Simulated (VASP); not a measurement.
# InSe (Cm) in VASP: single point with PBEsol

Aim: the single point of InSe with PBEsol.

All numbers are computed with VASP 6.6.1; they aren't measurements. Logs are shortened: lines on timing, memory, paths and dates and some standing lists are left out, and cuts for length are marked.

### 1 The cell of the first run

Symmetry: Cm, No. 8, monoclinic system. The conventional cell has a = 11.750 Å, b = 4.111 Å, c = 4.564 Å, α = 90.00°, β = 110.64°, γ = 90.00°. In (site symmetry m) has 7 Se at 2.70 to 3.77 Å and 3 In at 2.79 to 3.73 Å within 3.8 Å. Within 3.5 Å of In (site symmetry m) lie 5 Se at 2.67 to 3.48 Å and 1 In at 2.79 Å. Se (site symmetry m) has 7 In at 2.72 to 3.77 Å and 3 Se at 3.18 to 3.67 Å within 3.8 Å. Within 3.7 Å of Se (site symmetry m) lie 5 In at 2.67 to 3.56 Å and 3 Se at 3.18 to 3.67 Å.

### 2 Single point, PBEsol (atom 3 (Se) moved -0.240 Å towards its neighbour atom 1 (In) at 2.673 Å)

INCAR reads:

```
PREC = Accurate ; ENCUT = 520
EDIFF = 1E-6 ; ISMEAR = 0
SIGMA = 0.05 ; LREAL = F
LASPH = T ; NELM = 80
ALGO = Normal ; ISIF = 2
LWAVE = F ; LCHARG = F
GGA = PS ; NBANDS = 27
```

KPOINTS reads:

```
Automatic mesh
0
Gamma
  8 8 6
```

POSCAR reads:

```
InSe
1.0
    5.8749264423     -2.0552742521     -0.0052948673
    5.8749264423      2.0552742521     -0.0052948673
   -1.6051187023      0.0000000000      4.2720903652
In Se
2 2
Direct
    0.8858026589      0.8858026589      0.0290539339
    0.1141973411      0.1141973411      0.9709460661
    0.6339722090      0.6339722090      0.6023275984
    0.3452787783      0.3452787783      0.3625132294
```

Potentials or basis: VASP PAW PBE potentials, release 64 (In_d, Se).

Launch:

```sh
$ cat potpaw_PBE.64/In_d/POTCAR potpaw_PBE.64/Se/POTCAR > POTCAR
$ mpirun -np 1 vasp_std > vasp.out
```

OUTCAR:

```text
PREC = Accurate
   ENCUT = 520
   EDIFF = 1E-6
   ISMEAR = 0
   LREAL = F
   LASPH = T
   NELM = 80
   ISIF = 2
   GGA = PS

 ion  position               nearest neighbor table
   1  0.886  0.886  0.029-   4 2.70   4 2.70   2 2.79   3 2.91   2 3.73   2 3.73
   2  0.114  0.114  0.971-   4 2.67   3 2.72   3 2.72   1 2.79   1 3.73   1 3.73
   3  0.634  0.634  0.602-   2 2.72   2 2.72   1 2.91
   4  0.345  0.345  0.363-   2 2.67   1 2.70   1 2.70

  LATTYP: Found a base centered monoclinic cell.
 ALAT       =    11.7498576567
 B/A-ratio  =     0.3498381533
 C/A-ratio  =     0.3884028818
 COS(beta)  =    -0.3525595217

  Lattice vectors:

 A1 = (   5.8749264423,  -2.0552742521,  -0.0052948673)
 A2 = (   5.8749264423,   2.0552742521,  -0.0052948673)
 A3 = (  -1.6051187023,   0.0000000000,   4.2720903652)

Analysis of symmetry for initial positions (statically):
=====================================================================
 Subroutine PRICEL returns:
 Original cell was already a primitive cell.

 Routine SETGRP: Setting up the symmetry group for a
 base centered monoclinic supercell.

 Subroutine GETGRP returns: Found  2 space group operations
 (whereof  2 operations were pure point group operations)
 out of a pool of  4 trial point group operations.

The static configuration has the point symmetry C_1h.

Analysis of symmetry for dynamics (positions and initial velocities):
=====================================================================
 Subroutine PRICEL returns:
 Original cell was already a primitive cell.

 Routine SETGRP: Setting up the symmetry group for a
 base centered monoclinic supercell.

 Subroutine GETGRP returns: Found  2 space group operations
 (whereof  2 operations were pure point group operations)
 out of a pool of  4 trial point group operations.

The dynamic configuration has the point symmetry C_1h.

 Subroutine INISYM returns: Found  2 space group operations
 (whereof  2 operations are pure point group operations),
 and found     1 'primitive' translations

----------------------------------------------------------------------------------------

                                     Primitive cell
[... 90 lines left out ...]
   LNONCOLLINEAR =      F non collinear calculations
   LSORBIT =      F    spin-orbit coupling
   LASPH  =      T    aspherical Exc in radial PAW
   ENCUT  =  520.0 eV  38.22 Ry    6.18 a.u.  11.57 11.57  8.49*2*pi/ulx,y,z
   NELM   =     80;   NELMIN=  2; NELMDL= -5     # of ELM steps
   EDIFF  = 0.1E-05   stopping-criterion for ELM
   LREAL  =      F    real-space projection
   EDIFFG = 0.1E-04   stopping-criterion for IOM
   NSW    =      0    number of steps for IOM
   IBRION =     -1    ionic relax: 0-MD 1-quasi-New 2-CG
   NFREE  =      0    steps in history (QN), initial steepest desc. (CG)
   ISIF   =      2    stress and relaxation
   ISYM   =      2    0-nonsym 1-usesym 2-fastsym
   POTIM  = 0.5000    time-step for ionic-motion
   TEBEG  =    0.0;   TEEND  =   0.0 temperature during run
   PSTRESS=    0.0 pullay stress
   NELECT =      38.0000    total number of electrons
   NUPDOWN=      -1.0000    fix difference up-down
   EMIN   =  10.00;   EMAX   =-10.00  energy-range for DOS
   EFERMI =   0.00;   METHOD = LEGACY
   ISMEAR =     0;   SIGMA  =   0.05  broadening in eV -4-tet -1-fermi 0-gaus
   EFERMI_NEDOS =   21; number of points for ismear=-14 and -15
   IALGO  =     38    algorithm
   IMIX   =      4    mixing-type and parameters
     AMIX     =   0.40;   BMIX     =  1.00
     AMIX_MAG =   1.60;   BMIX_MAG =  1.00
  volume/ion in A,a.u.               =      25.78       173.99
  Fermi-wavevector in a.u.,A,eV,Ry     =   1.173647  2.217871 18.741310  1.377447
  Thomas-Fermi vector in A             =   2.310057
   LORBIT       =      0    0 simple, 1 ext, 2 COOP (PROOUT), +10 PAW based schemes
   GGA     = PS    functional components
   LHFCALC =     F    Hartree Fock is set to
   AEXX    =    0.0000 exact exchange contribution
   IVDW    =     0    specifies the selected vdW correction
   LEPSILON=     F    determine dielectric tensor
   LRPA    =     F    only Hartree local field effects (RPA)
 non-spin polarized calculation
 Gauss-broadening in eV      SIGMA  =   0.05
  energy-cutoff  :      520.00
  volume of cell :      103.13
 maximum number of plane-waves:      2803
 NGX is ok and might be reduce to    48
   NGX = 23   NGY = 23   NGZ = 17

 number of electron      38.0000001 magnetization

 Free energy of the ion-electron system (eV)
  ---------------------------------------------------
  ext. energy  EPLUGINS =         0.00000000
  ---------------------------------------------------
  free energy    TOTEN  =       -15.41985624 eV

  energy without entropy =      -15.41985623  energy(sigma->0) =      -15.41985623

 E-fermi :   5.1094     XC(G=0):  -9.8449

 val. band max:        4.9487078047   @ k =  -0.2500  -0.2500   0.3333
 cond. band min:       5.2683881578   @ k =   0.3750   0.3750   0.0000
 fundamental gap:      0.3196803531
 Fermi energy:         5.1093512446

 k-point     1 :       0.0000    0.0000    0.0000
  band No.  band energies     occupation
      1      -9.6298      2.00000
      2      -9.5687      2.00000
      3      -9.3327      2.00000
      4      -9.3155      2.00000
      5      -9.2769      2.00000
      6      -9.2742      2.00000
[... 709 lines left out ...]
     26      11.5409      0.00000
     27      12.8317      0.00000

 [... further k-points ...]

------------------------ aborting loop because EDIFF is reached ----------------------------------------

  FORCE on cell =-STRESS in cart. coord.  units (eV):
  Direction    XX          YY          ZZ          XY          YZ          ZX
  --------------------------------------------------------------------------------------
  -------------------------------------------------------------------------------------
  Total       -0.1241937     -0.2870093     -1.3498528      0.0000000      0.0000000     -0.8272827
  in kB       -1.9293661     -4.4587281    -20.9701455      0.0000000      0.0000000    -12.8519482
  external PRESSURE =      -9.1194133 kB  Pullay stress =       0.0000000 kB

 VOLUME and BASIS-vectors are now :
 -----------------------------------------------------------------------------
  energy-cutoff  :      520.00
  volume of cell :      103.13
      direct lattice vectors                 reciprocal lattice vectors
     5.874926442 -2.055274252 -0.005294867     0.085136278 -0.243276536  0.031987580
     5.874926442  2.055274252 -0.005294867     0.085136278  0.243276536  0.031987580
    -1.605118702  0.000000000  4.272090365     0.000211037  0.000000000  0.234156737

 POSITION                                       TOTAL-FORCE (eV/Angst)
 -----------------------------------------------------------------------------------
     10.36142      0.00000      0.11474        -0.404417      0.000000     -0.384574
     -0.21668      0.00000      4.14676         0.062909      0.000000     -0.130146
      6.48227      0.00000      2.56648         0.685660      0.000000      0.735844
      3.47510      0.00000      1.54503        -0.344151      0.000000     -0.221123
 -----------------------------------------------------------------------------------
    total drift:                                0.000075     -0.000000      0.000044

  FREE ENERGIE OF THE ION-ELECTRON SYSTEM (eV)
  ---------------------------------------------------
  free  energy   TOTEN  =       -15.4198562379 eV

  energy  without entropy=      -15.4198562259  energy(sigma->0) =      -15.41985623
```

OSZICAR:

```text
N       E                     dE             d eps       ncg     rms          rms(c)
DAV:   1     0.334072918890E+03    0.33407E+03   -0.17648E+04  6159   0.162E+03
DAV:   2     0.226329690927E+02   -0.31144E+03   -0.30202E+03  6232   0.392E+02
DAV:   3    -0.142590699962E+02   -0.36892E+02   -0.36169E+02  7786   0.143E+02
DAV:   4    -0.158129191760E+02   -0.15538E+01   -0.15487E+01  7424   0.295E+01
DAV:   5    -0.158629864385E+02   -0.50067E-01   -0.50061E-01  8890   0.539E+00    0.603E+00
DAV:   6    -0.154481143480E+02    0.41487E+00   -0.81027E-01  8642   0.155E+01    0.361E+00
DAV:   7    -0.154238011299E+02    0.24313E-01   -0.28374E-01  9232   0.428E+00    0.112E+00
DAV:   8    -0.154201033218E+02    0.36978E-02   -0.32015E-02  9126   0.195E+00    0.491E-01
DAV:   9    -0.154198580423E+02    0.24528E-03   -0.40657E-03  9121   0.667E-01    0.166E-01
DAV:  10    -0.154198510913E+02    0.69510E-05   -0.36063E-04  7179   0.158E-01    0.870E-02
DAV:  11    -0.154198598244E+02   -0.87331E-05   -0.12197E-04  9239   0.129E-01    0.208E-02
DAV:  12    -0.154198560761E+02    0.37483E-05   -0.21044E-05  9123   0.512E-02    0.160E-02
DAV:  13    -0.154198562379E+02   -0.16178E-06   -0.16901E-06  4946   0.846E-03
   1 F= -.15419856E+02 E0= -.15419856E+02  d E =-.119741E-07
```

Run time: 11 min. Hardware: 1 thread of Oxide Virtual Turin-like, shared host; peak memory 0.43 GiB.

What came out:

| Item | Value |
| --- | --- |
| Free energy | -15.4199 eV |
| Pressure | -0.9 GPa |
| Largest force | 1.006 eV/Å |
| Band gap on the k mesh | 0.32 eV (least direct gap 0.71 eV) |

Forces in eV/Å, atoms in the order of the input:
```
In  -0.404  0.000 -0.385
In   0.063  0.000 -0.130
Se   0.686  0.000  0.736
Se  -0.344  0.000 -0.221
```

Caveat: the cell differs from its parent crystal (atom 3 (Se) moved -0.240 Å towards its neighbour atom 1 (In) at 2.673 Å); semilocal functionals underestimate gaps, and a narrow one can read as zero; the PAW data sets were made with another functional, which shifts forces and pressure a little; spin-orbit coupling is left out, which moves the levels of the heavy elements.
